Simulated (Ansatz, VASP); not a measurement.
Two plane-wave programs on BaTiO3

INCAR

```
PREC = Accurate
ENCUT = 520
EDIFF = 1E-7
ISMEAR = 0
SIGMA = 0.05
LREAL = F
LASPH = T
NELM = 100
ALGO = Normal
ISIF = 2
LWAVE = F
LCHARG = F
GGA = PE
NBANDS = 28
```

Contents of KPOINTS:

```
Automatic mesh
0
Gamma
  8 8 8
```

Contents of POSCAR:

```
BaTiO3
1.0
    3.8935476923      0.0000000000      0.0000000000
    0.0000000000      3.8935476923      0.0000000000
    0.0000000000      0.0000000000      4.2829551653
Ba Ti O
1 1 3
Direct
    0.0000000000      0.0000000000      0.0000000000
    0.5000000000      0.5000000000      0.5000000000
    0.5000000000      0.5000000000      0.0000000000
    0.5000000000      0.0000000000      0.5000000000
    0.0000000000      0.5000000000      0.5000000000
```

Input for Ansatz:

```yaml
crystal:
  lattice:
    - [3.8935476923, 0.0, 0.0]
    - [0.0, 3.8935476923, 0.0]
    - [0.0, 0.0, 4.2829551653]
  atoms:
    - { symbol: Ba, position: [0.0, 0.0, 0.0] }
    - { symbol: Ti, position: [0.5, 0.5, 0.5] }
    - { symbol: O, position: [0.5, 0.5, 0.0] }
    - { symbol: O, position: [0.5, 0.0, 0.5] }
    - { symbol: O, position: [0.0, 0.5, 0.5] }
basis:
  ecutwfc: 420
kpoints:
  mp_grid: { grid: [8, 8, 8] }
hamiltonian:
  xc: pbe
scf:
  occupations: { method: gaussian, width: 0.05 }
output:
  forces: true
  stress: true
  eigenvalues: true
```

Alike in both runs: task single point; functional PBE; k mesh 8 × 8 × 8; occupations gaussian, width 0.05 eV; no spin polarisation.

|  | VASP | Ansatz |
| --- | --- | --- |
| version | VASP 6.6.1 | Ansatz 0.2.0 |
| potentials or method | VASP PAW PBE potentials, release 64 (Ba_sv, Ti_sv, O), cutoff 520 eV | scalar-relativistic, plane waves, PAW |
| valence electrons in the cell | 40 | 40 |

|  | VASP | Ansatz | Ansatz less VASP |
| --- | --- | --- | --- |
| gap on the k mesh at the Fermi level (eV) | 1.55 | 1.60 | +0.052 |
| least direct gap on the mesh (eV) | 1.78 | 1.82 | +0.037 |
| pressure (GPa) | 3.8 | 2.1 | -1.75 |
| traceless stress, the component that is largest in VASP (GPa) | -10.86 | -10.40 | +0.454 |

Neither program's run includes spin-orbit coupling.
